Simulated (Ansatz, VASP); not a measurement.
This is a calculation of InAs for VASP 6.6.1.

The input POSCAR:

```
InAs
1.0
    0.0000000000      3.0577150807      3.0577150807
    3.0577150807      0.0000000000      3.0577150807
    3.0577150807      3.0577150807      0.0000000000
In As
1 1
Direct
    0.0000000000      0.0000000000      0.0000000000
    0.7500000000      0.7500000000      0.7500000000
```

File INCAR.step1:

```
SYSTEM = InAs
PREC = Accurate ; ENCUT = 520
EDIFF = 1E-5 ; ISMEAR = -1
SIGMA = 0.05 ; LREAL = .False.
LASPH = .True. ; NELM = 80
ALGO = Normal ; ISIF = 2
LWAVE = .True. ; LCHARG = .False.
NBANDS = 16 ; GGA = PE
```

The input INCAR.step2:

```
SYSTEM = InAs
PREC = Accurate ; ENCUT = 520
EDIFF = 1E-6 ; ISMEAR = -1
SIGMA = 0.05 ; LREAL = .False.
LASPH = .True. ; NELM = 80
ALGO = Normal ; ISIF = 2
LWAVE = .False. ; LCHARG = .False.
GGA = PE ; LHFCALC = .True.
AEXX = 0.25 ; PRECFOCK = Normal
NBANDS = 16 ; ISTART = 1
```

The input KPOINTS:

```
Automatic mesh
0
Gamma
  4 4 4
  0 0 0
```

Potentials or basis: VASP PAW PBE potentials, release 64 (In_d, As).

Launch:

```bash
$ cat potpaw_PBE.64/In_d/POTCAR potpaw_PBE.64/As/POTCAR > POTCAR
$ cp INCAR.step1 INCAR
$ mpirun -np 1 vasp_std > vasp.out
$ cp INCAR.step2 INCAR
$ mpirun -np 1 vasp_std > vasp.out
```

Set up the same calculation for Ansatz 0.2.0. Potentials there: Ansatz PAW.

As run (the cutoff follows the program's own potentials):

input.yaml

```yaml
crystal:
  lattice:
    - [0.0, 3.0577150807, 3.0577150807]
    - [3.0577150807, 0.0, 3.0577150807]
    - [3.0577150807, 3.0577150807, 0.0]
  atoms:
    - { symbol: In, position: [0.0, 0.0, 0.0] }
    - { symbol: As, position: [0.75, 0.75, 0.75] }
hamiltonian:
  xc: pbe0
  pseudopotentials: { kind: paw }
kpoints:
  mp_grid: { grid: [4, 4, 4] }
scf:
  occupations: { method: fermi_dirac, width: 0.05 }
output:
  forces: true
  stress: true
  eigenvalues: true
```

Potentials or basis: Ansatz PAW.

The run is started by

```console
$ ansatz run input.yaml --threads 2 --pin off --max-ram 5632MiB --backend cpu --events-out ev --progress --plain --runs-dir out
```

Both were run:

|  | VASP | Ansatz | Ansatz less VASP |
| --- | --- | --- | --- |
| gap on the k mesh at the Fermi level (eV) | 1.06 | 1.00 | -0.056 |
| least direct gap on the mesh (eV) | 1.06 | 1.00 | -0.056 |
| pressure (GPa) | -0.5 | -0.3 | +0.27 |

The functional is the same, so the differences come from potentials, cutoffs and numerics. VASP's potentials hold 18 valence electrons a cell and Ansatz's 28, so a difference there can come from the potentials and not from the codes.

The k mesh is coarse, so the values compare programs but aren't converged.
